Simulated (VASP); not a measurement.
Ge:

```
Ge
1.0
     1.48805   -2.59469    0.00000
     1.48805    2.59469    0.00000
     0.00000    0.00000    4.72760
Ge
2
Direct
  0.66655 0.33345 0.25000
  0.33345 0.66655 0.75000
```

This isn't the form of Ge at room conditions, which is diamond.

| Quantity | Value |
| --- | --- |
| Program | VASP 6.6.1 |
| Task | relaxation of cell and atoms |
| Functional | PBEsol |
| Potentials or basis | VASP PAW PBE potentials, release 64 (Ge_d) |
| Cutoff | 600 eV |
| k mesh | 12 × 12 × 7 |
| Occupations | fermi-dirac, width 0.1 eV |
| Spin | no spin polarisation |

At the start: pressure 0.3 GPa; volume 18.25 Å³/atom.

Problem. How do energy, volume and symmetry change on relaxing?

Solution. Over 51 steps the energy falls by 2.1 meV/atom and the volume is 18.36 Å³/atom (+0.6 %); space group P6_3/mmc (No. 194, to 0.1 Å) before, Cmcm (No. 63, to 0.1 Å).

The path:
```
step  energy change (eV)  largest force (eV/Å)  pressure (GPa)  volume (Å³)
   1              0.0000                0.0045            0.35        36.51
   3             -0.0026                0.0058           -0.27        36.89
   5             -0.0028                0.0066            0.02        36.73
   7             -0.0028                0.0063            0.04        36.74
   9             -0.0028                0.0066            0.06        36.73
  11             -0.0028                0.0069            0.06        36.72
  13             -0.0028                0.0072            0.04        36.71
  15             -0.0028                0.0081            0.08        36.71
  17             -0.0029                0.0107            0.04        36.74
  19             -0.0029                0.0121           -0.07        36.76
  21             -0.0030                0.0162           -0.33        36.86
  23             -0.0031                0.0154           -0.18        36.80
  25             -0.0033                0.0171           -0.07        36.75
  27             -0.0034                0.0162            0.06        36.71
  29             -0.0034                0.0149            0.17        36.64
  31             -0.0036                0.0125            0.05        36.70
  33             -0.0036                0.0107           -0.03        36.74
  35             -0.0036                0.0098           -0.03        36.72
  37             -0.0037                0.0083            0.03        36.69
  39             -0.0038                0.0077            0.17        36.64
  41             -0.0039                0.0065            0.25        36.58
  43             -0.0041                0.0048            0.12        36.63
  45             -0.0042                0.0015           -0.01        36.71
  47             -0.0042                0.0021            0.08        36.70
  49             -0.0042                0.0019            0.01        36.71
  51             -0.0042                0.0021            0.01        36.71
```

Final structure:
```xyz
2
Lattice="1.4779 -2.6506 0.0000 1.4779 2.6506 0.0000 0.0000 0.0000 4.6863" Properties=species:S:1:pos:R:3 pbc="T T T"
Ge    1.4779   -0.8118    1.1716
Ge    1.4779    0.8118    3.5147
```

Caveat: the PAW data sets were made with another functional, which shifts forces and pressure a little.
